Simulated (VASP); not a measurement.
# Li in VASP: further runs, part 2 of 2

VASP 6.6.1. The steps go on from the part before.

**4. Single point, PBEsol**

This run uses another cell than the first one: it holds 4 atoms, not 1.

INCAR

```
PREC     = Accurate       # precision mode
ENCUT    = 520            # plane-wave cutoff, eV
EDIFF    = 1E-7           # SCF threshold, eV
ISMEAR   = 0              # smearing method
SIGMA    = 0.1            # smearing width, eV
LREAL    = False          # projectors in reciprocal space
LASPH    = True           # aspherical terms in the spheres
NELM     = 80             # most SCF steps
ALGO     = Fast           # electronic algorithm
ISIF     = 2              # what is computed and relaxed
LWAVE    = False          # write WAVECAR
LCHARG   = False          # write CHGCAR
GGA      = PS             # functional
NBANDS   = 14             # bands
```

KPOINTS

```
regular mesh
0
Gamma
  6 6 2
```

POSCAR

```
Li
1.0
    2.2714983786     -2.2477787039      0.0000000000
    2.2714983786      2.2477787039      0.0000000000
    0.0000000000      0.0000000000      7.8121774122
Li
4
Direct
    0.7498786176      0.2501213824      0.1249696631
    0.7501213824      0.2498786176      0.6249696631
    0.2501213824      0.7498786176      0.8750303369
    0.2498786176      0.7501213824      0.3750303369
```

Potentials or basis: VASP PAW PBE potentials, release 64 (Li_sv).

The run is started by

```console
$ cat potpaw_PBE.64/Li_sv/POTCAR > POTCAR
$ mpirun -np 1 vasp_std > vasp.out
```

OUTCAR:

```text
PREC = Accurate
   ENCUT = 520
   EDIFF = 1E-7
   ISMEAR = 0
   LREAL = False
   LASPH = True
   NELM = 80
   ISIF = 2
   GGA = PS

 ion  position               nearest neighbor table
   1  0.750  0.250  0.125-
   2  0.750  0.250  0.625-
   3  0.250  0.750  0.875-
   4  0.250  0.750  0.375-

  LATTYP: Found a base centered orthorhombic cell.
 ALAT       =     4.4955574078
 B/A-ratio  =     1.0105524955
 C/A-ratio  =     1.7377550109

  Lattice vectors:

 A1 = (  -2.2714983786,  -2.2477787039,   0.0000000000)
 A2 = (   2.2714983786,  -2.2477787039,   0.0000000000)
 A3 = (   0.0000000000,   0.0000000000,   7.8121774122)

Analysis of symmetry for initial positions (statically):
=====================================================================
 Subroutine PRICEL returns:
 Original cell was already a primitive cell.

 Routine SETGRP: Setting up the symmetry group for a
 base centered orthorhombic supercell.

 Subroutine GETGRP returns: Found  8 space group operations
 (whereof  4 operations were pure point group operations)
 out of a pool of  8 trial point group operations.

The static configuration has the point symmetry C_2h.
 The point group associated with its full space group is D_2h.

Analysis of symmetry for dynamics (positions and initial velocities):
=====================================================================
 Subroutine PRICEL returns:
 Original cell was already a primitive cell.

 Routine SETGRP: Setting up the symmetry group for a
 base centered orthorhombic supercell.

 Subroutine GETGRP returns: Found  8 space group operations
 (whereof  4 operations were pure point group operations)
 out of a pool of  8 trial point group operations.

The dynamic configuration has the point symmetry C_2h.
 The point group associated with its full space group is D_2h.

 Subroutine INISYM returns: Found  8 space group operations
 (whereof  4 operations are pure point group operations),
 and found     1 'primitive' translations

[... 123 lines left out ...]
   GGA     = PS    functional components
   LHFCALC =     F    Hartree Fock is set to
   AEXX    =    0.0000 exact exchange contribution
   IVDW    =     0    specifies the selected vdW correction
   LEPSILON=     F    determine dielectric tensor
   LRPA    =     F    only Hartree local field effects (RPA)
 non-spin polarized calculation
 RMM-DIIS sequential band-by-band and
 Gauss-broadening in eV      SIGMA  =   0.10
  energy-cutoff  :      520.00
  volume of cell :       79.78
 maximum number of plane-waves:      2172
   NGX = 11   NGY = 11   NGZ = 29

 number of electron      11.9999969 magnetization

 Free energy of the ion-electron system (eV)
  ---------------------------------------------------
  ext. energy  EPLUGINS =         0.00000000
  ---------------------------------------------------
  free energy    TOTEN  =        -7.89901789 eV

  energy without entropy =       -7.88545771  energy(sigma->0) =       -7.89223780

 E-fermi :   0.5162     XC(G=0):  -7.0574

 val. band max:        0.5067064490   @ k =   0.5000   0.1667   0.5000
 cond. band min:       0.5426863997   @ k =   0.5000   0.1667   0.5000
 fundamental gap:      0.0359799507
 Fermi energy:         0.5161739776

 k-point     1 :       0.0000    0.0000    0.0000
  band No.  band energies     occupation
      1     -45.2155      2.00000
      2     -45.1985      2.00000
      3     -45.1984      2.00000
      4     -45.1821      2.00000
      5      -2.9034      2.00000
      6      -1.0510      2.00000
      7      -1.0510      2.00000
      8       3.6522      0.00000
      9       6.7666      0.00000
     10       7.8455      0.00000
     11       7.9016      0.00000
     12      10.0829      0.00000
     13      10.1720      0.00000
     14      10.1992      0.00000
[... 377 lines left out ...]
      1     -45.1922      2.00000
      2     -45.1922      2.00000
      3     -45.1915      2.00000
      4     -45.1915      2.00000
      5       1.3910      0.00000
      6       1.3910      0.00000
      7       1.4702      0.00000
      8       1.4702      0.00000
      9       5.2943      0.00000
     10       5.2943      0.00000
     11       5.3207      0.00000
     12       5.3207      0.00000
     13       7.4916      0.00000
     14       7.5105      0.00000

 [... further k-points ...]
[... 5 lines left out ...]
  --------------------------------------------------------------------------------------
  -------------------------------------------------------------------------------------
  Total        0.0051484      0.0376171      0.0679939      0.0000000      0.0000000      0.0000000
  in kB        0.1033977      0.7554878      1.3655643      0.0000000      0.0000000      0.0000000
  external PRESSURE =       0.7414832 kB  Pullay stress =       0.0000000 kB

 VOLUME and BASIS-vectors are now :
 -----------------------------------------------------------------------------
  energy-cutoff  :      520.00
  volume of cell :       79.78
      direct lattice vectors                 reciprocal lattice vectors
     2.271498379 -2.247778704  0.000000000     0.220119021 -0.222441826  0.000000000
     2.271498379  2.247778704  0.000000000     0.220119021  0.222441826  0.000000000
     0.000000000  0.000000000  7.812177412     0.000000000  0.000000000  0.128005285

 POSITION                                       TOTAL-FORCE (eV/Angst)
 -----------------------------------------------------------------------------------
      2.27150     -1.12334      0.97629         0.000000     -0.000425      0.000826
      2.27150     -1.12444      4.88237         0.000000      0.000425      0.000826
      2.27150      1.12334      6.83589         0.000000      0.000425     -0.000826
      2.27150      1.12444      2.92980         0.000000     -0.000425     -0.000826
 -----------------------------------------------------------------------------------
    total drift:                               -0.000000     -0.000000     -0.000000

  FREE ENERGIE OF THE ION-ELECTRON SYSTEM (eV)
  ---------------------------------------------------
  free  energy   TOTEN  =        -7.8990178896 eV

  energy  without entropy=       -7.8854577143  energy(sigma->0) =       -7.89223780
```

Run time: 32 s. Hardware: 1 thread of Intel Xeon Platinum 8259CL at 2.50GHz (Skylake/Cascade Lake), shared host; peak memory 0.17 GiB.

Results:

```yaml
Free_energy: -7.8990 eV
Band_gap_on_the_k_mesh: zero (band 6 reaches 2.16 eV, above the bottom of band 7 at -1.05 eV)
```

Caveat: the k points lie up to 0.40 Å⁻¹ apart; the cutoff is under 1.25 times the usual one of these potentials, so pressure, stress and relaxed cells hold a basis-set (Pulay) error; the PAW data sets were made with another functional, which shifts forces and pressure a little.

**5. Single point, PBEsol**

This run uses another cell than the first one: it holds 8 atoms, not 1.

INCAR

```
SYSTEM = Li
ALGO     = Fast           ! electronic algorithm
EDIFF    = 1E-7           ! SCF threshold, eV
ENCUT    = 520            ! plane-wave cutoff, eV
GGA      = PS             ! functional
ISIF     = 2              ! what is computed and relaxed
ISMEAR   = 0              ! smearing method
LASPH    = .TRUE.         ! aspherical terms in the spheres
LCHARG   = .FALSE.        ! write CHGCAR
LREAL    = .FALSE.        ! projectors in reciprocal space
LWAVE    = .FALSE.        ! write WAVECAR
NBANDS   = 22             ! bands
NELM     = 60             ! most SCF steps
PREC     = Accurate       ! precision mode
SIGMA    = 0.1            ! smearing width, eV
```

KPOINTS

```
k-points
0
G
  4 6 6
  0 0 0
```

POSCAR

```
Li
1.0
    0.2919634816     -0.5114159395      6.0673049155
    5.4011738368     -0.3086443128      0.3234190203
   -2.9739925396      5.1497703814     -0.6585339918
Li
8
Direct
   -0.1235727605      0.0011633675      0.0007262054
    0.3764360287      0.0010083479      0.0007094553
   -0.1262210722      0.9988680851      0.4993178579
    0.3737602015      0.9989455760      0.4990662962
    0.1236734544      0.4992233946      0.9992915794
    0.6235604963      0.4991638422      0.9992526814
    0.1261264975      0.5009679015      0.5009780245
    0.6262371546      0.5006594852      0.5006578999
```

The run is started by

```console
$ cat potpaw_PBE.64/Li_sv/POTCAR > POTCAR
$ mpirun -np 1 vasp_std > vasp.out
```

Run time: 15 min. Hardware: 1 thread of Oxide Virtual Turin-like, shared host; peak memory 0.34 GiB.

The run converged. Its results:

```yaml
Free_energy: -15.7347 eV
Largest_force: 0.004 eV/Å
Band_gap_on_the_k_mesh: zero (band 12 reaches 1.56 eV, above the bottom of band 13 at -0.21 eV)
```

Forces on the atoms (eV/Å):
```
Li  -0.003  0.002 -0.001
Li  -0.001  0.000 -0.001
Li   0.003 -0.002  0.000
Li   0.002  0.000  0.000
Li   0.001 -0.001  0.000
Li   0.002 -0.001  0.002
Li  -0.002  0.000  0.001
Li  -0.001  0.002 -0.001
```

Levels at points of the mesh, in eV from the Fermi level:
```csv
k point,band 8,band 9,band 10,band 11,band 12,band 13,band 14,band 15,band 16,band 17
"(0.00, 0.00, 0.00)",-45.87,-3.55,-0.41,-0.41,0.12,0.13,0.98,2.39,2.39,3.13
"(0.50, 0.00, 0.00)",-45.87,-2.77,-2.77,0.93,0.93,0.94,0.94,2.02,2.02,3.14
"(0.00, 0.50, 0.00)",-45.87,-2.18,-2.18,-0.29,-0.29,0.01,0.02,0.59,2.97,2.99
"(0.50, 0.50, 0.00)",-45.87,-1.42,-1.42,-1.41,-1.41,-0.19,-0.19,1.23,1.23,5.37
"(0.00, 0.00, 0.50)",-45.87,-2.40,-2.40,0.04,0.07,0.30,0.31,1.24,1.28,3.85
"(0.50, 0.00, 0.50)",-45.87,-1.93,-1.93,-1.26,-1.26,0.88,0.88,1.38,1.39,3.59
"(0.00, 0.50, 0.50)",-45.87,-2.40,-2.40,0.06,0.06,0.29,0.31,1.25,1.25,3.84
"(0.50, 0.50, 0.50)",-45.87,-1.93,-1.93,-1.27,-1.26,0.86,0.86,1.39,1.39,3.59
```

Caveat: the cutoff is under 1.25 times the usual one of these potentials, so pressure, stress and relaxed cells hold a basis-set (Pulay) error; the PAW data sets were made with another functional, which shifts forces and pressure a little.

**6. The runs side by side**

| task | cell | k mesh | cutoff (eV) | gap on the mesh (eV) |
| --- | --- | --- | --- | --- |
| single point | a = 2.992 Å, angles 114.2, 114.2, 100.6°, 1 atom | 22 × 22 × 24 | 520 | none |
| relaxation of cell and atoms | relaxed from a = 2.956, b = 2.956, c = 2.992 Å, angles 113.6, 113.6, 99.8°, 1 atom | 22 × 22 × 24 | 600 | none |
| single point | a = 3.196, b = 3.196, c = 7.812 Å, angles 90.0, 90.0, 89.4°, 4 atoms | 6 × 6 × 2 | 520 | none |
| single point | a = 6.096, b = 5.420, c = 5.983 Å, angles 123.4, 101.9, 83.6°, 8 atoms | 4 × 6 × 6 | 520 | none |

Alike in all rows: level PBEsol; potentials or basis VASP PAW PBE potentials, release 64 (Li_sv); no spin polarisation; smearing gaussian 0.1 eV.

Caveats: some runs use coarse meshes; the cutoff is under 1.25 times the usual one of these potentials, so pressure, stress and relaxed cells hold a basis-set (Pulay) error; the PAW data sets were made with another functional, which shifts forces and pressure a little.

Absolute energies hang on the potentials; compare differences alone.
